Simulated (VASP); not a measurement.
Here is a VASP 6.6.1 calculation.

File INCAR:

```
AGGAC = 1.0
AGGAX = 1.0
ALDAC = 0.0
ALDAX = 1.0
ALGO = Normal
EDIFF = 1E-6
ENCUT = 520
GGA = B5
ISIF = 2
ISMEAR = -1
IVDW = 12
LASPH = T
LCHARG = T
LELF = T
LREAL = F
LVHAR = T
LWAVE = F
NBANDS = 35
NELM = 60
PREC = Accurate
SIGMA = 0.05
VDW_A1 = 0.4298
VDW_A2 = 4.2359
VDW_S6 = 1.0
VDW_S8 = 2.6996
```

Contents of KPOINTS:

```
k-points
0
Gamma
  7 7 7
```

The input POSCAR:

```
Al2O3
1.0
    2.3480805160      1.3556649179      4.2733207511
   -2.3480805160      1.3556649179      4.2733207511
    0.0000000000     -2.7113298360      4.2733207511
Al O
4 6
Direct
    0.8521600000      0.8521600000      0.8521600000
    0.6478400000      0.6478400000      0.6478400000
    0.1478400000      0.1478400000      0.1478400000
    0.3521600000      0.3521600000      0.3521600000
    0.0566800000      0.7500000000      0.4433200000
    0.7500000000      0.4433200000      0.0566800000
    0.4433200000      0.0566800000      0.7500000000
    0.9433200000      0.2500000000      0.5566800000
    0.2500000000      0.5566800000      0.9433200000
    0.5566800000      0.9433200000      0.2500000000
```

Potentials or basis: VASP PAW PBE potentials, release 64 (Al, O).

Run with:

```bash
$ cat potpaw_PBE.64/Al/POTCAR potpaw_PBE.64/O/POTCAR > POTCAR
$ mpirun -np 1 vasp_std > vasp.out
```

(1) Estimate the pressure.

(2) Estimate the band gap on the k mesh.

## Answers

(1) 13.2 GPa.

(2) 7.01 eV.

Caveat: the cell stands under pressure; the PAW data sets were made with another functional, which shifts forces and pressure a little.
